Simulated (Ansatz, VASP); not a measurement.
Two plane-wave programs on BaF2

```
Ba F
1.0
     0.00000    3.09716    3.09716
     3.09716    0.00000    3.09716
     3.09716    3.09716    0.00000
Ba F
1 2
Direct
  0.00000 0.00000 0.00000
  0.25000 0.25000 0.25000
  0.75000 0.75000 0.75000
```

Alike in both runs: task single point; functional PBE; k mesh 6 × 6 × 6; no spin polarisation.

|  | VASP | Ansatz |
| --- | --- | --- |
| version | VASP 6.6.1 | Ansatz 0.2.0 |
| potentials or method | VASP PAW PBE potentials, release 64 (Ba_sv, F) | plane waves, PAW |
| plane-wave cutoff (eV) | 600 | 420 |
| occupations | gaussian, width 0.01 eV | fixed |
| valence electrons in the cell | 24 | 24 |

Ansatz gave:

| Item | Value |
| --- | --- |
| gap on the k mesh at the Fermi level (eV) | 6.86 |

Task: Estimate VASP's values.

Result: gap on the k mesh at the Fermi level (eV): 6.79.

Spin-orbit coupling is off throughout.
